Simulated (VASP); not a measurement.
As, 4 atoms in the cell. It takes space group Cmce (No. 64, orthorhombic). The conventional cell has a = 3.713 Å, b = 10.750 Å, c = 4.231 Å, α = 90.00°, β = 90.00°, γ = 90.00°. As (site symmetry m) has 5 As at 2.47 to 3.18 Å within 3.3 Å. 

| Property | Result |
| --- | --- |
| Program | VASP 6.6.1 |
| Task | single point |
| Functional | LDA |
| Potentials or basis | VASP PAW LDA potentials, release 64 (As) |
| Cutoff | 520 eV |
| k mesh | 12 × 12 × 10 |
| Occupations | gaussian, width 0.1 eV |
| Spin | no spin polarisation |
| Dipole correction | no |
| Further INCAR settings | ALGO = Normal; EDIFF = 1e-06; NBANDS = 18 |

Potentials or basis: VASP PAW LDA potentials, release 64 (As).

Command:

```console
$ cat potpaw_LDA.64/As/POTCAR > POTCAR
$ mpirun -np 1 vasp_std > vasp.out
```

Hardware: 1 thread of Intel(R) Xeon(R) Platinum 8259CL CPU @ 2.50GHz (Skylake/Cascade Lake) (shared host).

Q: How long does it take, and how much memory?

A: It took 4.5 min on 1 thread of Intel(R) Xeon(R) Platinum 8259CL CPU @ 2.50GHz (Skylake/Cascade Lake), with other jobs on the host, peak memory 0.4 GiB. Counts: scf iterations 10, k points 258.
